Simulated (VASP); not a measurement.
# Br (Cmce) in VASP: a series of runs

Br is run at these levels: LDA, PBE+D3(BJ), PBEsol+D3(BJ), PBEsol+D4; tasks: single point, relaxation of cell and atoms.

All numbers are computed with VASP 6.6.1; they aren't measurements. Logs are shortened: lines on timing, memory, paths and dates and some standing lists are left out, and cuts for length are marked.

**1. The cell of the first run**

The structure is orthorhombic, space group Cmce (No. 64). The conventional cell has a = 6.815 Å, b = 4.706 Å, c = 8.817 Å, α = 90.00°, β = 90.00°, γ = 90.00°. Within 3.1 Å of Br (site symmetry m) lie 1 Br at 2.32 Å.

**2. Single point, LDA (35.35 Å³/atom)**

INCAR reads:

```
PREC = Accurate
ENCUT = 520
EDIFF = 1E-6
ISMEAR = -1
SIGMA = 0.05
LREAL = F
LASPH = T
NELM = 100
ALGO = Normal
ISIF = 2
LWAVE = F
LCHARG = F
GGA = CA
NBANDS = 22
```

KPOINTS reads:

```
Automatic mesh
0
Gamma
  7 7 3
```

POSCAR reads:

```
Br
1.0
    3.4075083649     -2.3531133733      0.0000000000
    3.4075083649      2.3531133733      0.0000000000
    0.0000000000      0.0000000000      8.8168170799
Br
4
Direct
    0.3651000000      0.6349000000      0.3901000000
    0.1349000000      0.8651000000      0.8901000000
    0.6349000000      0.3651000000      0.6099000000
    0.8651000000      0.1349000000      0.1099000000
```

Potentials or basis: VASP PAW LDA potentials, release 64 (Br).

Command:

```sh
> cat potpaw_LDA.64/Br/POTCAR > POTCAR
> mpirun -np 1 vasp_std > vasp.out
```

OUTCAR:

```text
PREC = Accurate
   ENCUT = 520
   EDIFF = 1E-6
   ISMEAR = -1
   LREAL = F
   LASPH = T
   NELM = 100
   ISIF = 2
   GGA = CA

 ion  position               nearest neighbor table
   1  0.365  0.635  0.390-   3 2.32
   2  0.135  0.865  0.890-   4 2.32
   3  0.635  0.365  0.610-   1 2.32
   4  0.865  0.135  0.110-   2 2.32

  LATTYP: Found a base centered orthorhombic cell.
 ALAT       =     4.7062267466
 B/A-ratio  =     1.4480850789
 C/A-ratio  =     1.8734365246

  Lattice vectors:

 A1 = (  -3.4075083649,  -2.3531133733,   0.0000000000)
 A2 = (   3.4075083649,  -2.3531133733,   0.0000000000)
 A3 = (   0.0000000000,   0.0000000000,   8.8168170799)

Analysis of symmetry for initial positions (statically):
=====================================================================
 Subroutine PRICEL returns:
 Original cell was already a primitive cell.

 Routine SETGRP: Setting up the symmetry group for a
 base centered orthorhombic supercell.

 Subroutine GETGRP returns: Found  8 space group operations
 (whereof  4 operations were pure point group operations)
 out of a pool of  8 trial point group operations.

The static configuration has the point symmetry C_2h.
 The point group associated with its full space group is D_2h.

Analysis of symmetry for dynamics (positions and initial velocities):
=====================================================================
 Subroutine PRICEL returns:
 Original cell was already a primitive cell.

 Routine SETGRP: Setting up the symmetry group for a
 base centered orthorhombic supercell.

 Subroutine GETGRP returns: Found  8 space group operations
 (whereof  4 operations were pure point group operations)
 out of a pool of  8 trial point group operations.

The dynamic configuration has the point symmetry C_2h.
 The point group associated with its full space group is D_2h.

 Subroutine INISYM returns: Found  8 space group operations
 (whereof  4 operations are pure point group operations),
 and found     1 'primitive' translations

----------------------------------------------------------------------------------------

                                     Primitive cell

  volume of cell :     141.3909

  direct lattice vectors                    reciprocal lattice vectors
     3.407508365 -2.353113373  0.000000000     0.146734783 -0.212484450  0.000000000
     3.407508365  2.353113373  0.000000000     0.146734783  0.212484450  0.000000000
     0.000000000  0.000000000  8.816817080     0.000000000  0.000000000  0.113419615

  length of vectors
     4.141045255  4.141045255  8.816817080     0.258226137  0.258226137  0.113419615

  position of ions in fractional coordinates (direct lattice)
     0.365100000  0.634900000  0.390100000
     0.134900000  0.865100000  0.890100000
     0.634900000  0.365100000  0.609900000
     0.865100000  0.134900000  0.109900000

  ion indices of the primitive-cell ions
   primitive index   ion index
                 1           1
                 2           2
                 3           3
                 4           4

----------------------------------------------------------------------------------------

 KPOINTS: Automatic mesh

Automatic generation of k-mesh.
 Grid dimensions read from file:
 generate k-points for:    7    7    3

 Generating k-lattice:

  Cartesian coordinates                     Fractional coordinates (reciprocal lattice)
     0.020962112 -0.030354921  0.000000000     0.142857143  0.000000000  0.000000000
     0.020962112  0.030354921  0.000000000     0.000000000  0.142857143  0.000000000
     0.000000000  0.000000000  0.037806538     0.000000000  0.000000000  0.333333333

  Length of vectors
     0.036889448  0.036889448  0.037806538

  Shift w.r.t. Gamma in fractional coordinates (k-lattice)
     0.000000000  0.000000000  0.000000000

 Subroutine IBZKPT returns following result:
 ===========================================

 Found     32 irreducible k-points:

 Following reciprocal coordinates:
            Coordinates               Weight
  0.000000  0.000000  0.000000      1.000000
  0.142857  0.000000  0.000000      4.000000
  0.285714  0.000000  0.000000      4.000000
  0.428571  0.000000  0.000000      4.000000
  0.142857  0.142857  0.000000      2.000000
  0.285714  0.142857  0.000000      4.000000
[... 16 lines left out ...]
  0.428571  0.142857  0.333333      8.000000
 -0.428571  0.142857  0.333333      8.000000
 [... further k-points ...]
   k-points           NKPTS =     32   k-points in BZ     NKDIM =     32   number of bands    NBANDS=     22
   number of dos      NEDOS =    301   number of ions     NIONS =      4
   total plane-waves  NPLWV =  71680
   dimension x,y,z NGX =    32 NGY =   32 NGZ =   70
   dimension x,y,z NGXF=    64 NGYF=   64 NGZF=  140
   ions per type =               4
   NGX,Y,Z   is equivalent  to a cutoff of  12.85, 12.85, 13.20 a.u.
   NGXF,Y,Z  is equivalent  to a cutoff of  25.69, 25.69, 26.40 a.u.
 SYSTEM =  unknown system
   PREC   = accura    normal or accurate (medium, high low for compatibility)
   ISTART =      0    job   : 0-new  1-cont  2-samecut
   ICHARG =      2    charge: 1-file 2-atom 10-const
   ISPIN  =      1    spin polarized calculation?
   LNONCOLLINEAR =      F non collinear calculations
   LSORBIT =      F    spin-orbit coupling
   LASPH  =      T    aspherical Exc in radial PAW
   ENCUT  =  520.0 eV  38.22 Ry    6.18 a.u.   7.70  7.70 16.39*2*pi/ulx,y,z
   NELM   =    100;   NELMIN=  2; NELMDL= -5     # of ELM steps
   EDIFF  = 0.1E-05   stopping-criterion for ELM
   LREAL  =      F    real-space projection
   EDIFFG = 0.1E-04   stopping-criterion for IOM
   NSW    =      0    number of steps for IOM
   IBRION =     -1    ionic relax: 0-MD 1-quasi-New 2-CG
   NFREE  =      0    steps in history (QN), initial steepest desc. (CG)
   ISIF   =      2    stress and relaxation
   ISYM   =      2    0-nonsym 1-usesym 2-fastsym
   POTIM  = 0.5000    time-step for ionic-motion
   TEBEG  =    0.0;   TEEND  =   0.0 temperature during run
   PSTRESS=    0.0 pullay stress
   NELECT =      28.0000    total number of electrons
   NUPDOWN=      -1.0000    fix difference up-down
   EMIN   =  10.00;   EMAX   =-10.00  energy-range for DOS
   EFERMI =   0.00;   METHOD = LEGACY
   ISMEAR =    -1;   SIGMA  =   0.05  broadening in eV -4-tet -1-fermi 0-gaus
   EFERMI_NEDOS =   21; number of points for ismear=-14 and -15
   IALGO  =     38    algorithm
   IMIX   =      4    mixing-type and parameters
     AMIX     =   0.40;   BMIX     =  1.00
     AMIX_MAG =   1.60;   BMIX_MAG =  1.00
  volume/ion in A,a.u.               =      35.35       238.54
  Fermi-wavevector in a.u.,A,eV,Ry     =   0.954231  1.803236 12.388884  0.910557
  Thomas-Fermi vector in A             =   2.082959
   LORBIT       =      0    0 simple, 1 ext, 2 COOP (PROOUT), +10 PAW based schemes
   GGA     = CA    functional components
   LHFCALC =     F    Hartree Fock is set to
   AEXX    =    0.0000 exact exchange contribution
   IVDW    =     0    specifies the selected vdW correction
   LEPSILON=     F    determine dielectric tensor
   LRPA    =     F    only Hartree local field effects (RPA)
 non-spin polarized calculation
  energy-cutoff  :      520.00
  volume of cell :      141.39
 maximum number of plane-waves:      3841
   NGX = 15   NGY = 15   NGZ = 33

 number of electron      27.9999996 magnetization

 Free energy of the ion-electron system (eV)
  ---------------------------------------------------
  ext. energy  EPLUGINS =         0.00000000
  ---------------------------------------------------
  free energy    TOTEN  =        -8.01904117 eV

  energy without entropy =       -8.01904113  energy(sigma->0) =       -8.01904115

 E-fermi :   0.1355     XC(G=0):  -8.1727

 val. band max:       -0.7166822529   @ k =  -0.4286   0.4286   0.0000
 cond. band min:       0.9216231067   @ k =   0.0000   0.0000   0.0000
 fundamental gap:      1.6383053596
 Fermi energy:         0.1355016413

 k-point     1 :       0.0000    0.0000    0.0000
  band No.  band energies     occupation
      1     -16.4489      2.00000
      2     -16.1543      2.00000
      3     -13.7858      2.00000
      4     -13.1840      2.00000
      5      -5.5120      2.00000
      6      -4.5849      2.00000
[... 14 lines left out ...]
     21       8.0860      0.00000
     22       8.3874      0.00000

 k-point     2 :       0.1429    0.0000    0.0000
  band No.  band energies     occupation
      1     -16.4103      2.00000
      2     -16.1422      2.00000
      3     -13.7570      2.00000
      4     -13.2171      2.00000
      5      -5.5128      2.00000
      6      -4.6696      2.00000
[... 14 lines left out ...]
     21       8.0228      0.00000
     22       8.3757      0.00000

 k-point     3 :       0.2857    0.0000    0.0000
  band No.  band energies     occupation
      1     -16.3128      2.00000
      2     -16.1229      2.00000
      3     -13.6779      2.00000
      4     -13.3084      2.00000
      5      -5.5093      2.00000
      6      -4.9196      2.00000
[... 14 lines left out ...]
     21       8.1898      0.00000
     22       8.7581      0.00000

 k-point     4 :       0.4286    0.0000    0.0000
  band No.  band energies     occupation
      1     -16.2039      2.00000
      2     -16.1348      2.00000
      3     -13.5648      2.00000
      4     -13.4343      2.00000
      5      -5.4441      2.00000
      6      -5.2348      2.00000
[... 14 lines left out ...]
     21       8.6272      0.00000
     22       9.5826      0.00000

 k-point     5 :       0.1429    0.1429    0.0000
  band No.  band energies     occupation
      1     -16.4108      2.00000
      2     -16.1280      2.00000
      3     -13.7565      2.00000
      4     -13.1854      2.00000
      5      -5.4826      2.00000
      6      -4.6295      2.00000
[... 417 lines left out ...]
 k-point    22 :       0.2857    0.1429    0.3333
  band No.  band energies     occupation
      1     -16.2906      2.00000
      2     -16.1688      2.00000
      3     -13.5810      2.00000
      4     -13.3401      2.00000
      5      -5.3169      2.00000
      6      -4.9679      2.00000
[... 14 lines left out ...]
     21       8.1646      0.00000
     22       8.4350      0.00000

 k-point    23 :       0.4286    0.1429    0.3333
  band No.  band energies     occupation
      1     -16.2126      2.00000
      2     -16.1339      2.00000
      3     -13.5478      2.00000
      4     -13.3987      2.00000
      5      -5.3208      2.00000
      6      -5.0814      2.00000
[... 14 lines left out ...]
     21       7.9775      0.00000
     22       8.4627      0.00000

 k-point    24 :      -0.4286    0.1429    0.3333
  band No.  band energies     occupation
      1     -16.1610      2.00000
      2     -16.1439      2.00000
      3     -13.5083      2.00000
      4     -13.4784      2.00000
      5      -5.2568      2.00000
      6      -5.2153      2.00000
[... 14 lines left out ...]
     21       8.6390      0.00000
     22       8.7908      0.00000

 [... further k-points ...]

------------------------ aborting loop because EDIFF is reached ----------------------------------------

  FORCE on cell =-STRESS in cart. coord.  units (eV):
  Direction    XX          YY          ZZ          XY          YZ          ZX
  --------------------------------------------------------------------------------------
  -------------------------------------------------------------------------------------
  Total       -1.0087398     -2.3836439     -2.1629713      0.0000000      0.0000000      0.0000000
  in kB      -11.4305764    -27.0103588    -24.5097983      0.0000000      0.0000000      0.0000000
  external PRESSURE =     -20.9835779 kB  Pullay stress =       0.0000000 kB

 VOLUME and BASIS-vectors are now :
 -----------------------------------------------------------------------------
  energy-cutoff  :      520.00
  volume of cell :      141.39
      direct lattice vectors                 reciprocal lattice vectors
     3.407508365 -2.353113373  0.000000000     0.146734783 -0.212484450  0.000000000
     3.407508365  2.353113373  0.000000000     0.146734783  0.212484450  0.000000000
     0.000000000  0.000000000  8.816817080     0.000000000  0.000000000  0.113419615

 POSITION                                       TOTAL-FORCE (eV/Angst)
 -----------------------------------------------------------------------------------
      3.40751      0.63487      3.43944         0.000000      0.061613     -0.309448
      3.40751      1.71824      7.84785         0.000000     -0.061613     -0.309448
      3.40751     -0.63487      5.37738         0.000000     -0.061613      0.309448
      3.40751     -1.71824      0.96897         0.000000      0.061613      0.309448
 -----------------------------------------------------------------------------------
    total drift:                                0.000000      0.000000     -0.000000

  FREE ENERGIE OF THE ION-ELECTRON SYSTEM (eV)
  ---------------------------------------------------
  free  energy   TOTEN  =        -8.0190411715 eV

  energy  without entropy=       -8.0190411323  energy(sigma->0) =       -8.01904115
```

Run time: 2.3 min. Hardware: 1 thread of AMD EPYC 7R43 (Zen 3), shared host; peak memory 0.2 GiB.

Results:

```yaml
Free_energy: -8.0190 eV
Pressure: -2.1 GPa
Largest_force: 0.316 eV/Å
Band_gap_on_the_k_mesh: 1.64 eV (least direct gap 1.65 eV)
```

Forces in eV/Å, atoms in the order of the input:
```
Br   0.000  0.062 -0.309
Br   0.000 -0.062 -0.309
Br   0.000 -0.062  0.309
Br   0.000  0.062  0.309
```

Stress tensor (GPa, compression positive):
```
-1.14  0.00  0.00
 0.00 -2.70  0.00
 0.00  0.00 -2.45
```

Levels at points of the mesh, in eV from the valence-band top:
| k point | band 12 | band 13 | band 14 | band 15 | band 16 | band 17 |
| --- | --- | --- | --- | --- | --- | --- |
| (0.00, 0.00, 0.00) | -0.34 | -0.06 | -0.02 | 1.64 | 2.39 | 5.53 |

Caveat: an odd mesh through Γ misses points on the zone boundary, where band edges can lie.

**3. Single point, LDA (36.03 Å³/atom)**

This run uses another cell than the first one, of 36.03 Å³/atom.

INCAR reads:

```
SYSTEM = Br
  PREC = Accurate
  ENCUT = 520
  EDIFF = 1E-6
  ISMEAR = -1
  SIGMA = 0.05
  LREAL = .False.
  LASPH = .True.
  NELM = 80
  ALGO = Normal
  ISIF = 2
  LWAVE = .False.
  LCHARG = .False.
  GGA = CA
  NBANDS = 22
```

KPOINTS reads:

```
regular mesh
0
Gamma
  7 7 3
  0 0 0
```

POSCAR reads:

```
Br
1.0
    3.4292128250     -2.3681017607      0.0000000000
    3.4292128250      2.3681017607      0.0000000000
    0.0000000000      0.0000000000      8.8729766646
Br
4
Direct
    0.3651000000      0.6349000000      0.3901000000
    0.1349000000      0.8651000000      0.8901000000
    0.6349000000      0.3651000000      0.6099000000
    0.8651000000      0.1349000000      0.1099000000
```

Potentials or basis: VASP PAW LDA potentials, release 64 (Br).

Command:

```sh
> cat potpaw_LDA.64/Br/POTCAR > POTCAR
> mpirun -np 1 vasp_std > vasp.out
```

Wall time 2.8 min (1 thread of AMD EPYC 7R43 (Zen 3), shared host); peak memory 0.19 GiB.

It converged, with:

```yaml
Free_energy: -7.9803 eV
Pressure: -2.5 GPa
Largest_force: 0.160 eV/Å
Band_gap_on_the_k_mesh: 1.58 eV (least direct gap 1.60 eV)
```

Forces in eV/Å, atoms in the order of the input:
```
Br   0.000 -0.048 -0.152
Br   0.000  0.048 -0.152
Br   0.000  0.048  0.152
Br   0.000 -0.048  0.152
```

Stress tensor (GPa, compression positive):
```
-1.16  0.00  0.00
 0.00 -3.04  0.00
 0.00  0.00 -3.23
```

Levels at points of the mesh, in eV from the valence-band top:
```csv
k point,band 11,band 12,band 13,band 14,band 15,band 16,band 17,band 18
"(0.00, 0.00, 0.00)",-0.88,-0.33,-0.05,-0.02,1.58,2.32,5.51,6.40
```

Caveat: an odd mesh through Γ misses points on the zone boundary, where band edges can lie.

[end of part 1 of 2]
